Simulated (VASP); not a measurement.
# BaTe (Fm-3m) in VASP: notebook

BaTe is run at these levels: PBE; tasks: single point.

All numbers are computed with VASP 6.6.1; they aren't measurements. Logs are shortened: lines on timing, memory, paths and dates and some standing lists are left out, and cuts for length are marked.

## Step 1: The cell of the first run

Symmetry: Fm-3m, No. 225, cubic system. The conventional cell has a = 6.704 Å, b = 6.704 Å, c = 6.704 Å, α = 90.00°, β = 90.00°, γ = 90.00°. Ba (site symmetry m-3m) has 6 Te at 3.35 Å within 4.4 Å. Within 4.4 Å of Te (site symmetry m-3m) lie 6 Ba at 3.35 Å.

## Step 2: Single point, PBE (volume scaled by 0.95)

The input, INCAR:

```
SYSTEM = BaTe
PREC = Accurate
ENCUT = 520
EDIFF = 1E-7
ISMEAR = -1
SIGMA = 0.05
LREAL = .False.
LASPH = .True.
NELM = 80
ALGO = Normal
ISIF = 2
LWAVE = .False.
LCHARG = .False.
GGA = PE
NBANDS = 15
```

The input, KPOINTS:

```
regular mesh
0
Gamma
  10 10 10
  0 0 0
```

The input, POSCAR:

```
BaTe
1.0
    0.0000000000      3.3521922222      3.3521922222
    3.3521922222      0.0000000000      3.3521922222
    3.3521922222      3.3521922222      0.0000000000
Ba Te
1 1
Direct
    0.0000000000      0.0000000000      0.0000000000
    0.5000000000      0.5000000000      0.5000000000
```

Potentials or basis: VASP PAW PBE potentials, release 64 (Ba_sv, Te).

The run is started by

```
$ cat potpaw_PBE.64/Ba_sv/POTCAR potpaw_PBE.64/Te/POTCAR > POTCAR
$ mpirun -np 1 vasp_std > vasp.out
```

OUTCAR:

```text
SYSTEM = BaTe
   PREC = Accurate
   ENCUT = 520
   EDIFF = 1E-7
   ISMEAR = -1
   LREAL = .False.
   LASPH = .True.
   NELM = 80
   ISIF = 2
   GGA = PE

 ion  position               nearest neighbor table
   1  0.000  0.000  0.000-   2 3.35   2 3.35   2 3.35   2 3.35   2 3.35   2 3.35
   2  0.500  0.500  0.500-   1 3.35   1 3.35   1 3.35   1 3.35   1 3.35   1 3.35

  LATTYP: Found a face centered cubic cell.
 ALAT       =     6.7043844444

  Lattice vectors:

 A1 = (   0.0000000000,   3.3521922222,   3.3521922222)
 A2 = (   3.3521922222,   0.0000000000,   3.3521922222)
 A3 = (   3.3521922222,   3.3521922222,   0.0000000000)

Analysis of symmetry for initial positions (statically):
=====================================================================
 Subroutine PRICEL returns:
 Original cell was already a primitive cell.

 Routine SETGRP: Setting up the symmetry group for a
 face centered cubic supercell.

 Subroutine GETGRP returns: Found 48 space group operations
 (whereof 48 operations were pure point group operations)
 out of a pool of 48 trial point group operations.

The static configuration has the point symmetry O_h .

Analysis of symmetry for dynamics (positions and initial velocities):
=====================================================================
 Subroutine PRICEL returns:
 Original cell was already a primitive cell.

 Routine SETGRP: Setting up the symmetry group for a
 face centered cubic supercell.

 Subroutine GETGRP returns: Found 48 space group operations
 (whereof 48 operations were pure point group operations)
 out of a pool of 48 trial point group operations.

The dynamic configuration has the point symmetry O_h .

 Subroutine INISYM returns: Found 48 space group operations
 (whereof 48 operations are pure point group operations),
 and found     1 'primitive' translations

----------------------------------------------------------------------------------------

                                     Primitive cell

  volume of cell :      75.3385

  direct lattice vectors                    reciprocal lattice vectors
     0.000000000  3.352192222  3.352192222    -0.149156124  0.149156124  0.149156124
     3.352192222  0.000000000  3.352192222     0.149156124 -0.149156124  0.149156124
     3.352192222  3.352192222  0.000000000     0.149156124  0.149156124 -0.149156124

  length of vectors
     4.740715704  4.740715704  4.740715704     0.258345986  0.258345986  0.258345986

[... 89 lines left out ...]
   TEBEG  =    0.0;   TEEND  =   0.0 temperature during run
   PSTRESS=    0.0 pullay stress
   NELECT =      16.0000    total number of electrons
   NUPDOWN=      -1.0000    fix difference up-down
   EMIN   =  10.00;   EMAX   =-10.00  energy-range for DOS
   EFERMI =   0.00;   METHOD = LEGACY
   ISMEAR =    -1;   SIGMA  =   0.05  broadening in eV -4-tet -1-fermi 0-gaus
   EFERMI_NEDOS =   21; number of points for ismear=-14 and -15
   IALGO  =     38    algorithm
   IMIX   =      4    mixing-type and parameters
     AMIX     =   0.40;   BMIX     =  1.00
     AMIX_MAG =   1.60;   BMIX_MAG =  1.00
  volume/ion in A,a.u.               =      37.67       254.20
  Fermi-wavevector in a.u.,A,eV,Ry     =   0.976733  1.845758 12.980061  0.954008
  Thomas-Fermi vector in A             =   2.107375
   LORBIT       =      0    0 simple, 1 ext, 2 COOP (PROOUT), +10 PAW based schemes
   GGA     = PE    functional components
   LHFCALC =     F    Hartree Fock is set to
   AEXX    =    0.0000 exact exchange contribution
   IVDW    =     0    specifies the selected vdW correction
   LEPSILON=     F    determine dielectric tensor
   LRPA    =     F    only Hartree local field effects (RPA)
 non-spin polarized calculation
  energy-cutoff  :      520.00
  volume of cell :       75.34
 maximum number of plane-waves:      2085
   NGX = 17   NGY = 17   NGZ = 17

 number of electron      16.0000000 magnetization

 Free energy of the ion-electron system (eV)
  ---------------------------------------------------
  ext. energy  EPLUGINS =         0.00000000
  ---------------------------------------------------
  free energy    TOTEN  =        -8.37694864 eV

  energy without entropy =       -8.37694856  energy(sigma->0) =       -8.37694860

 E-fermi :   3.7612     XC(G=0):  -8.7786

 val. band max:        3.1641323437   @ k =   0.0000   0.0000   0.0000
 cond. band min:       4.3476522420   @ k =   0.5000   0.5000   0.0000
 fundamental gap:      1.1835198983
 Fermi energy:         3.7612434142

 k-point     1 :       0.0000    0.0000    0.0000
  band No.  band energies     occupation
      1     -23.5558      2.00000
      2      -8.7420      2.00000
      3      -8.7420      2.00000
      4      -8.7420      2.00000
      5      -6.6957      2.00000
      6       3.1641      1.99999
      7       3.1641      1.99999
      8       3.1641      1.99999
      9       5.9686      0.00000
     10       5.9686      0.00000
     11       5.9686      0.00000
     12       6.6139      0.00000
     13       6.7346      0.00000
     14       6.7346      0.00000
[... 401 lines left out ...]
      2      -9.1545      2.00000
      3      -8.8619      2.00000
      4      -8.8469      2.00000
      5      -6.1927      2.00000
      6       1.4816      2.00000
      7       2.5437      2.00000
      8       2.6528      2.00000
      9       4.8323      0.00000
     10       7.7711      0.00000
     11       8.1936      0.00000
     12       8.9016      0.00000
     13       8.9220      0.00000
     14      10.3704      0.00000
     15      11.7909      0.00000

 [... further k-points ...]

------------------------ aborting loop because EDIFF is reached ----------------------------------------

  FORCE on cell =-STRESS in cart. coord.  units (eV):
  Direction    XX          YY          ZZ          XY          YZ          ZX
  --------------------------------------------------------------------------------------
  -------------------------------------------------------------------------------------
  Total        3.2177309      3.2177309      3.2177309      0.0000000      0.0000000      0.0000000
  in kB       68.4295324     68.4295324     68.4295324      0.0000000      0.0000000      0.0000000
  external PRESSURE =      68.4295324 kB  Pullay stress =       0.0000000 kB

 VOLUME and BASIS-vectors are now :
 -----------------------------------------------------------------------------
  energy-cutoff  :      520.00
  volume of cell :       75.34
      direct lattice vectors                 reciprocal lattice vectors
     0.000000000  3.352192222  3.352192222    -0.149156124  0.149156124  0.149156124
     3.352192222  0.000000000  3.352192222     0.149156124 -0.149156124  0.149156124
     3.352192222  3.352192222  0.000000000     0.149156124  0.149156124 -0.149156124

 POSITION                                       TOTAL-FORCE (eV/Angst)
 -----------------------------------------------------------------------------------
      0.00000      0.00000      0.00000        -0.000000     -0.000000      0.000000
      3.35219      3.35219      3.35219         0.000000      0.000000      0.000000
 -----------------------------------------------------------------------------------
    total drift:                                0.000000      0.000000      0.000000

  FREE ENERGIE OF THE ION-ELECTRON SYSTEM (eV)
  ---------------------------------------------------
  free  energy   TOTEN  =        -8.3769486436 eV

  energy  without entropy=       -8.3769485600  energy(sigma->0) =       -8.37694860
```

stdout:

```text
POSCAR found type information on POSCAR BaTe
 POSCAR found :  2 types and       2 ions
 scaLAPACK will be used
 LDA part: xc-table for (Slater+PW92), standard interpolation
 POSCAR, INCAR and KPOINTS ok, starting setup
 FFT: planning ... GRIDC
 FFT: planning ... GRID_SOFT
 FFT: planning ... GRID
 WAVECAR not read
 entering main loop
```

Run time: 32 s. Hardware: 1 thread of AMD EPYC 9R45 (Zen 5), shared host; peak memory 0.2 GiB.

Results:

```yaml
Free_energy: -8.3769 eV
Pressure: 6.8 GPa
Band_gap_on_the_k_mesh: 1.18 eV, indirect (least direct gap 1.55 eV)
```

Levels at points of the mesh, in eV from the valence-band top:
```csv
k point,band 5,band 6,band 7,band 8,band 9,band 10,band 11,band 12
"(0.00, 0.00, 0.00)",-9.86,0.00,0.00,0.00,2.80,2.80,2.80,3.45
"(0.50, 0.00, 0.00)",-8.67,-2.62,-1.42,-1.42,4.35,5.06,5.14,5.14
"(0.50, 0.50, 0.00)",-9.62,-1.14,-0.37,-0.37,1.18,4.62,5.24,6.17
```

Caveat: spin-orbit coupling is left out, which moves the levels of the heavy elements. A k mesh can miss the band edges.

(Continued in part 2 of 2.)
